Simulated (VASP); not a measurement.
# Pt (Fm-3m) in VASP: further runs, part 2 of 2

VASP 6.6.1. Earlier steps stand in the parts before.

## 4. Single point, LDA

This run uses another cell than the first one, of 14.73 Å³/atom, 1.010 times its volume.

INCAR

```
SYSTEM = Pt
PREC     = Accurate       ! precision mode
ENCUT    = 520            ! plane-wave cutoff, eV
EDIFF    = 1E-7           ! SCF threshold, eV
ISMEAR   = -1             ! smearing method
SIGMA    = 0.1            ! smearing width, eV
LREAL    = .False.        ! projectors in reciprocal space
LASPH    = .True.         ! aspherical terms in the spheres
NELM     = 60             ! most SCF steps
ALGO     = Normal         ! electronic algorithm
ISIF     = 2              ! what is computed and relaxed
LWAVE    = .False.        ! write WAVECAR
LCHARG   = .False.        ! write CHGCAR
GGA      = CA             ! functional
NBANDS   = 11             ! bands
```

KPOINTS

```
regular mesh
0
Gamma
  24 24 24
  0 0 0
```

POSCAR

```
Pt
1.0
    0.0000000000      1.9456028653      1.9456028653
    1.9456028653      0.0000000000      1.9456028653
    1.9456028653      1.9456028653      0.0000000000
Pt
1
Direct
    0.0000000000      0.0000000000      0.0000000000
```

Potentials or basis: VASP PAW LDA potentials, release 64 (Pt).

Started as:

```console
> cat potpaw_LDA.64/Pt/POTCAR > POTCAR
> mpirun -np 1 vasp_std > vasp.out
```

OUTCAR:

```text
SYSTEM = Pt
   PREC = Accurate
   ENCUT = 520
   EDIFF = 1E-7
   ISMEAR = -1
   LREAL = .False.
   LASPH = .True.
   NELM = 60
   ISIF = 2
   GGA = CA

 ion  position               nearest neighbor table
   1  0.000  0.000  0.000-

  LATTYP: Found a face centered cubic cell.
 ALAT       =     3.8912057306

  Lattice vectors:

 A1 = (   0.0000000000,   1.9456028653,   1.9456028653)
 A2 = (   1.9456028653,   0.0000000000,   1.9456028653)
 A3 = (   1.9456028653,   1.9456028653,   0.0000000000)

Analysis of symmetry for initial positions (statically):
=====================================================================
 Subroutine PRICEL returns:
 Original cell was already a primitive cell.

 Routine SETGRP: Setting up the symmetry group for a
 face centered cubic supercell.

 Subroutine GETGRP returns: Found 48 space group operations
[... 9 lines left out ...]

 Routine SETGRP: Setting up the symmetry group for a
 face centered cubic supercell.

 Subroutine GETGRP returns: Found 48 space group operations
[... 11 lines left out ...]
                                     Primitive cell

  volume of cell :      14.7297

  direct lattice vectors                    reciprocal lattice vectors
     0.000000000  1.945602865  1.945602865    -0.256989753  0.256989753  0.256989753
     1.945602865  0.000000000  1.945602865     0.256989753 -0.256989753  0.256989753
     1.945602865  1.945602865  0.000000000     0.256989753  0.256989753 -0.256989753

  length of vectors
     2.751497959  2.751497959  2.751497959     0.445119309  0.445119309  0.445119309

  position of ions in fractional coordinates (direct lattice)
     0.000000000  0.000000000  0.000000000

  ion indices of the primitive-cell ions
   primitive index   ion index
                 1           1

----------------------------------------------------------------------------------------

 KPOINTS: regular mesh

Automatic generation of k-mesh.
 Grid dimensions read from file:
 generate k-points for:   24   24   24

 Generating k-lattice:

  Cartesian coordinates                     Fractional coordinates (reciprocal lattice)
    -0.010707906  0.010707906  0.010707906     0.041666667  0.000000000  0.000000000
     0.010707906 -0.010707906  0.010707906     0.000000000  0.041666667  0.000000000
     0.010707906  0.010707906 -0.010707906     0.000000000  0.000000000  0.041666667

  Length of vectors
     0.018546638  0.018546638  0.018546638

  Shift w.r.t. Gamma in fractional coordinates (k-lattice)
     0.000000000  0.000000000  0.000000000

 Subroutine IBZKPT returns following result:
 ===========================================

 Found    413 irreducible k-points:

 Following reciprocal coordinates:
            Coordinates               Weight
  0.000000  0.000000  0.000000      1.000000
  0.041667  0.000000  0.000000      8.000000
  0.083333  0.000000  0.000000      8.000000
  0.125000  0.000000  0.000000      8.000000
  0.166667  0.000000  0.000000      8.000000
  0.208333  0.000000  0.000000      8.000000
[... 16 lines left out ...]
  0.416667  0.041667  0.000000     24.000000
  0.458333  0.041667  0.000000     24.000000
 [... further k-points ...]
   k-points           NKPTS =    413   k-points in BZ     NKDIM =    413   number of bands    NBANDS=     11
   number of dos      NEDOS =    301   number of ions     NIONS =      1
   total plane-waves  NPLWV =   8000
   dimension x,y,z NGX =    20 NGY =   20 NGZ =   20
   dimension x,y,z NGXF=    40 NGYF=   40 NGZF=   40
   ions per type =               1
   NGX,Y,Z   is equivalent  to a cutoff of  12.08, 12.08, 12.08 a.u.
   NGXF,Y,Z  is equivalent  to a cutoff of  24.17, 24.17, 24.17 a.u.
 SYSTEM =  Pt
   PREC   = accura    normal or accurate (medium, high low for compatibility)
   ISTART =      0    job   : 0-new  1-cont  2-samecut
   ICHARG =      2    charge: 1-file 2-atom 10-const
   ISPIN  =      1    spin polarized calculation?
   LNONCOLLINEAR =      F non collinear calculations
   LSORBIT =      F    spin-orbit coupling
   LASPH  =      T    aspherical Exc in radial PAW
   ENCUT  =  520.0 eV  38.22 Ry    6.18 a.u.   5.12  5.12  5.12*2*pi/ulx,y,z
   NELM   =     60;   NELMIN=  2; NELMDL= -5     # of ELM steps
   EDIFF  = 0.1E-06   stopping-criterion for ELM
   LREAL  =      F    real-space projection
   EDIFFG = 0.1E-05   stopping-criterion for IOM
   NSW    =      0    number of steps for IOM
   IBRION =     -1    ionic relax: 0-MD 1-quasi-New 2-CG
   NFREE  =      0    steps in history (QN), initial steepest desc. (CG)
   ISIF   =      2    stress and relaxation
   ISYM   =      2    0-nonsym 1-usesym 2-fastsym
   POTIM  = 0.5000    time-step for ionic-motion
   TEBEG  =    0.0;   TEEND  =   0.0 temperature during run
   PSTRESS=    0.0 pullay stress
   NELECT =      10.0000    total number of electrons
   NUPDOWN=      -1.0000    fix difference up-down
   EMIN   =  10.00;   EMAX   =-10.00  energy-range for DOS
   EFERMI =   0.00;   METHOD = LEGACY
   ISMEAR =    -1;   SIGMA  =   0.10  broadening in eV -4-tet -1-fermi 0-gaus
   EFERMI_NEDOS =   21; number of points for ismear=-14 and -15
   IALGO  =     38    algorithm
   IMIX   =      4    mixing-type and parameters
     AMIX     =   0.40;   BMIX     =  1.00
     AMIX_MAG =   1.60;   BMIX_MAG =  1.00
  volume/ion in A,a.u.               =      14.73        99.40
  Fermi-wavevector in a.u.,A,eV,Ry     =   1.438834  2.719002 28.167363  2.070243
  Thomas-Fermi vector in A             =   2.557757
   LORBIT       =      0    0 simple, 1 ext, 2 COOP (PROOUT), +10 PAW based schemes
   GGA     = CA    functional components
   LHFCALC =     F    Hartree Fock is set to
   AEXX    =    0.0000 exact exchange contribution
   IVDW    =     0    specifies the selected vdW correction
   LEPSILON=     F    determine dielectric tensor
   LRPA    =     F    only Hartree local field effects (RPA)
 non-spin polarized calculation
  energy-cutoff  :      520.00
  volume of cell :       14.73
 maximum number of plane-waves:       415
   NGX = 11   NGY = 11   NGZ = 11

 number of electron      10.0000000 magnetization

 Free energy of the ion-electron system (eV)
  ---------------------------------------------------
  ext. energy  EPLUGINS =         0.00000000
  ---------------------------------------------------
  free energy    TOTEN  =        -7.53390501 eV

  energy without entropy =       -7.48086956  energy(sigma->0) =       -7.50738728

 E-fermi :  11.6130     XC(G=0): -13.8244

 val. band max:       11.6111370306   @ k =  -0.3750   0.4167   0.2083
 cond. band min:      11.6141313093   @ k =   0.4583   0.0417   0.0000
 fundamental gap:      0.0029942787
 Fermi energy:        11.6129627454

 k-point     1 :       0.0000    0.0000    0.0000
  band No.  band energies     occupation
      1       1.0917      2.00000
      2       7.6391      2.00000
      3       7.6391      2.00000
      4       7.6391      2.00000
      5       9.9172      2.00000
      6       9.9172      2.00000
      7      26.1557      0.00000
      8      31.2109      0.00000
      9      31.2109      0.00000
     10      31.2109      0.00000
     11      36.7504      0.00000

 k-point     2 :       0.0417    0.0000    0.0000
  band No.  band energies     occupation
      1       1.1637      2.00000
      2       7.6055      2.00000
      3       7.6686      2.00000
      4       7.6686      2.00000
      5       9.8997      2.00000
      6       9.8997      2.00000
      7      26.2717      0.00000
      8      30.8199      0.00000
      9      31.3241      0.00000
     10      31.3241      0.00000
     11      37.1965      0.00000

 k-point     3 :       0.0833    0.0000    0.0000
  band No.  band energies     occupation
      1       1.3762      2.00000
      2       7.5130      2.00000
      3       7.7513      2.00000
      4       7.7513      2.00000
      5       9.8554      2.00000
      6       9.8554      2.00000
      7      26.6031      0.00000
      8      29.9020      0.00000
      9      31.6582      0.00000
     10      31.6582      0.00000
     11      38.1485      0.00000
[... 267 lines left out ...]
 k-point    23 :       0.4167    0.0417    0.0000
  band No.  band energies     occupation
      1       4.0443      2.00000
      2       7.6274      2.00000
      3       7.7450      2.00000
      4       9.3454      2.00000
      5      11.4288      1.72632
      6      11.4382      1.70341
      7      19.5998      0.00000
      8      26.2746      0.00000
      9      31.1105      0.00000
     10      31.7369      0.00000
     11      38.9111      0.00000

 k-point    24 :       0.4583    0.0417    0.0000
  band No.  band energies     occupation
      1       4.0537      2.00000
      2       7.5608      2.00000
      3       7.6724      2.00000
      4      10.0644      2.00000
      5      11.6141      0.99416
      6      11.8795      0.13015
      7      18.3540      0.00000
      8      25.9811      0.00000
      9      30.6830      0.00000
     10      30.9928      0.00000
     11      39.7277      0.00000

 [... further k-points ...]
[... 5 lines left out ...]
  --------------------------------------------------------------------------------------
  -------------------------------------------------------------------------------------
  Total        0.1617267      0.1617267      0.1617267      0.0000000      0.0000000      0.0000000
  in kB       17.5913765     17.5913765     17.5913765      0.0000000      0.0000000      0.0000000
  external PRESSURE =      17.5913765 kB  Pullay stress =       0.0000000 kB

 VOLUME and BASIS-vectors are now :
 -----------------------------------------------------------------------------
  energy-cutoff  :      520.00
  volume of cell :       14.73
      direct lattice vectors                 reciprocal lattice vectors
     0.000000000  1.945602865  1.945602865    -0.256989753  0.256989753  0.256989753
     1.945602865  0.000000000  1.945602865     0.256989753 -0.256989753  0.256989753
     1.945602865  1.945602865  0.000000000     0.256989753  0.256989753 -0.256989753

 POSITION                                       TOTAL-FORCE (eV/Angst)
 -----------------------------------------------------------------------------------
      0.00000      0.00000      0.00000         0.000000      0.000000      0.000000
 -----------------------------------------------------------------------------------
    total drift:                                0.000000     -0.000000      0.000000

  FREE ENERGIE OF THE ION-ELECTRON SYSTEM (eV)
  ---------------------------------------------------
  free  energy   TOTEN  =        -7.5339050072 eV

  energy  without entropy=       -7.4808695598  energy(sigma->0) =       -7.50738728
```

It took 21 s on 1 thread of Intel Xeon Platinum 8481C at 2.70GHz (Sapphire Rapids), shared host; peak memory 0.17 GiB.

Results:

```yaml
Free_energy: -7.5339 eV
Pressure: 1.8 GPa
Band_gap_on_the_k_mesh: zero (band 5 reaches 12.13 eV, above the bottom of band 6 at 9.80 eV)
```

Levels at points of the mesh, in eV from the Fermi level:
| k point | band 1 | band 2 | band 3 | band 4 | band 5 | band 6 | band 7 | band 8 | band 9 | band 10 |
| --- | --- | --- | --- | --- | --- | --- | --- | --- | --- | --- |
| (0.00, 0.00, 0.00) | -10.52 | -3.97 | -3.97 | -3.97 | -1.70 | -1.70 | 14.54 | 19.60 | 19.60 | 19.60 |
| (0.50, 0.00, 0.00) | -7.62 | -4.03 | -4.03 | -0.59 | 0.04 | 0.04 | 6.01 | 14.12 | 19.05 | 19.05 |
| (0.50, 0.50, 0.00) | -7.37 | -6.91 | 0.02 | 0.51 | 0.51 | 1.71 | 9.12 | 11.40 | 11.40 | 20.49 |

Caveat: spin-orbit coupling is left out, which moves the levels of the heavy elements.

## 5. Single point, LDA

This run uses another cell than the first one, of 14.68 Å³/atom, 1.006 times its volume.

INCAR

```
ALGO = Normal ; EDIFF = 1E-6
ENCUT = 520 ; ISIF = 2
ISMEAR = -1 ; LASPH = True
LCHARG = False ; LREAL = False
LWAVE = False ; NBANDS = 11
NELM = 80 ; PREC = Accurate
SIGMA = 0.1
```

KPOINTS

```
k-points
0
Gamma
  24 24 24
```

POSCAR

```
Pt
1.0
    0.0000000000      1.9436077916      1.9436077916
    1.9436077916      0.0000000000      1.9436077916
    1.9436077916      1.9436077916      0.0000000000
Pt
1
Direct
    0.0000000000      0.0000000000      0.0000000000
```

Started as:

```console
> cat potpaw_LDA.64/Pt/POTCAR > POTCAR
> mpirun -np 1 vasp_std > vasp.out
```

It took 21 s on 1 thread of Intel Xeon Platinum 8481C at 2.70GHz (Sapphire Rapids), shared host; peak memory 0.17 GiB.

Results (log left out):

| Property | Result |
| --- | --- |
| Free energy | -7.5332 eV |
| Pressure | 2.7 GPa |
| Band gap on the k mesh | zero (band 5 reaches 12.19 eV, above the bottom of band 6 at 9.85 eV) |

Levels at points of the mesh, in eV from the Fermi level:
| k point | band 3 | band 4 | band 5 | band 6 | band 7 | band 8 |
| --- | --- | --- | --- | --- | --- | --- |
| (0.00, 0.00, 0.00) | -3.99 | -3.99 | -1.70 | -1.70 | 14.53 | 19.61 |
| (0.50, 0.00, 0.00) | -4.05 | -0.60 | 0.04 | 0.04 | 6.03 | 14.11 |
| (0.50, 0.50, 0.00) | 0.02 | 0.51 | 0.51 | 1.71 | 9.16 | 11.41 |

Caveat: spin-orbit coupling is left out, which moves the levels of the heavy elements.

## 6. Relaxation of cell and atoms, LDA

This run uses another cell than the first one, of 15.08 Å³/atom, 1.034 times its volume.

INCAR

```
SYSTEM = Pt
  ALGO = Normal
  EDIFF = 1E-6
  EDIFFG = -0.002
  ENCUT = 600
  GGA = CA
  IBRION = 2
  ISIF = 3
  ISMEAR = -1
  LASPH = .True.
  LCHARG = .False.
  LREAL = .False.
  LWAVE = .False.
  NELM = 60
  NSW = 100
  PREC = Accurate
  SIGMA = 0.1
```

KPOINTS

```
k-points
0
Gamma
  24 24 24
  0 0 0
```

POSCAR

```
Pt
1.0
    0.0000000000      1.9609000000      1.9609000000
    1.9609000000      0.0000000000      1.9609000000
    1.9609000000      1.9609000000      0.0000000000
Pt
1
Direct
    0.0000000000      0.0000000000      0.0000000000
```

Potentials or basis: VASP PAW LDA potentials, release 64 (Pt).

Started as:

```console
> cat potpaw_LDA.64/Pt/POTCAR > POTCAR
> mpirun -np 1 vasp_std > vasp.out
```

It took 43 s on 1 thread of Intel Xeon 6975P-C (Granite Rapids), shared host; peak memory 0.21 GiB.

The run converged. Its results:

| Property | Result |
| --- | --- |
| Free energy | -7.5346 eV |
| Relaxed volume | 14.82 Å³/atom |
| Relaxed cell | a = 2.757 Å, b = 2.757 Å, c = 2.757 Å, α = 60.00°, β = 60.00°, γ = 60.00° |
| Space group after relaxing (to 0.05 Å) | Fm-3m (No. 225) |
| Energy gained by relaxing | 4.2 meV/atom |
| Ionic steps | 4 |
| Pressure after relaxing | 0.0 GPa |
| Band gap on the k mesh | zero (band 5 reaches 12.00 eV, above the bottom of band 6 at 9.70 eV) |

The path:
| step | energy change (eV) | largest force (eV/Å) | pressure (GPa) | volume (Å³) |
| --- | --- | --- | --- | --- |
| 1 | 0.0000 | 0.0000 | -5.08 | 15.08 |
| 2 | 0.0371 | 0.0000 | 18.47 | 14.06 |
| 3 | -0.0042 | 0.0000 | -0.12 | 14.82 |
| 4 | -0.0042 | 0.0000 | -0.01 | 14.82 |

Final structure:
```
Pt
1.0
     0.00000    1.94952    1.94952
     1.94952    0.00000    1.94952
     1.94952    1.94952    0.00000
Pt
1
Direct
  0.00000 0.00000 0.00000
```

Levels at points of the mesh, in eV from the Fermi level:
| k point | band 1 | band 2 | band 3 | band 4 | band 5 | band 6 | band 7 | band 8 | band 9 |
| --- | --- | --- | --- | --- | --- | --- | --- | --- | --- |
| (0.00, 0.00, 0.00) | -10.45 | -3.94 | -3.94 | -3.94 | -1.68 | -1.68 | 14.56 | 19.58 | 19.58 |
| (0.50, 0.00, 0.00) | -7.55 | -3.99 | -3.99 | -0.56 | 0.04 | 0.04 | 5.96 | 14.13 | 19.01 |
| (0.50, 0.50, 0.00) | -7.30 | -6.85 | 0.02 | 0.50 | 0.50 | 1.72 | 9.05 | 11.39 | 11.39 |

Caveat: spin-orbit coupling is left out, which moves the levels of the heavy elements.

## 7. Overview

| task | cell | cutoff (eV) | gap on the mesh (eV) | pressure (GPa) |
| --- | --- | --- | --- | --- |
| single point | a = 2.743 Å, angles 60.0°, 1 atom | 520 | none | 4.8 |
| single point | a = 2.754 Å, angles 60.0°, 1 atom | 520 | none | 0.8 |
| single point | a = 2.751 Å, angles 60.0°, 1 atom | 520 | none | 1.8 |
| single point | a = 2.749 Å, angles 60.0°, 1 atom | 520 | none | 2.7 |
| relaxation of cell and atoms | relaxed from a = 2.773 Å, angles 60.0°, 1 atom | 600 | none | 0.0 |

Alike in all rows: level LDA; potentials or basis VASP PAW LDA potentials, release 64 (Pt); no spin polarisation; k mesh 24 × 24 × 24; smearing fermi-dirac 0.1 eV.

Caveats: spin-orbit coupling is left out, which moves the levels of the heavy elements.

Absolute energies hang on the potentials; compare differences alone.
